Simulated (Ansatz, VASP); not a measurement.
## MgS: VASP beside Ansatz

INCAR

```
PREC = Accurate ; ENCUT = 600
EDIFF = 1E-6 ; ISMEAR = -1
SIGMA = 0.05 ; LREAL = F
LASPH = T ; NELM = 80
ALGO = Normal ; ISIF = 3
LWAVE = F ; LCHARG = F
GGA = B5 ; ALDAX = 1.0
AGGAX = 1.0 ; AGGAC = 1.0
ALDAC = 0.0 ; IBRION = 2
NSW = 60 ; EDIFFG = -0.01
```

Contents of KPOINTS:

```
regular mesh
0
Gamma
  9 9 9
```

Contents of POSCAR:

```
MgS
1.0
    0.0000000000      2.6016500000      2.6016500000
    2.6016500000      0.0000000000      2.6016500000
    2.6016500000      2.6016500000      0.0000000000
S Mg
1 1
Direct
    0.5000000000      0.5000000000      0.5000000000
    0.0000000000      0.0000000000      0.0000000000
```

File input.yaml:

```yaml
crystal:
  lattice:
    - [0.0, 2.60165, 2.60165]
    - [2.60165, 0.0, 2.60165]
    - [2.60165, 2.60165, 0.0]
  atoms:
    - { symbol: S, position: [0.5, 0.5, 0.5] }
    - { symbol: Mg, position: [0.0, 0.0, 0.0] }
hamiltonian:
  xc: blyp
  pseudopotentials: { kind: paw }
kpoints:
  mp_grid: { grid: [9, 9, 9] }
scf:
  occupations: { method: fermi_dirac, width: 0.05 }
output:
  forces: true
  stress: true
  eigenvalues: true
  write_density: true
  write_potential: true
  elf: true
  volumetric_format: npy
relax:
  f_tol: 0.01
  max_steps: 40
  cell: { stress_tol: 0.05 }
```

Alike in both runs: task relaxation of cell and atoms; functional BLYP; k mesh 9 × 9 × 9; occupations fermi-dirac, width 0.05 eV; no spin polarisation.

|  | VASP | Ansatz |
| --- | --- | --- |
| version | VASP 6.6.1 | Ansatz 0.2.0 |
| potentials or method | VASP PAW PBE potentials, release 64 (S, Mg) | Ansatz PAW |
| plane-wave cutoff (eV) | 600 | 420 |
| valence electrons in the cell | 8 | 16 |

Ansatz gave:

| Property | Result |
| --- | --- |
| gap on the k mesh at the Fermi level, each at its own relaxed structure (eV) | 2.85 |
| relaxed volume (Å³/atom) | 18.48 |
| relaxed cell length with the largest relative difference (Å) | 3.739 |

Problem. Estimate VASP's values.

Solution. gap on the k mesh at the Fermi level, each at its own relaxed structure (eV): 2.85; relaxed volume (Å³/atom): 18.44; relaxed cell length with the largest relative difference (Å): 3.736.

VASP's potentials were made for PBE, not for BLYP. VASP's potentials hold 8 valence electrons a cell and Ansatz's 16, so a difference there can come from the potentials and not from the codes.

Noted on Ansatz's run: odd divisions of the mesh miss points on the zone boundary, where band edges often lie, so the gap on the mesh can be too wide; the plane-wave basis is chosen anew once the cell has moved, so the energies of steps on either side of that aren't comparable.
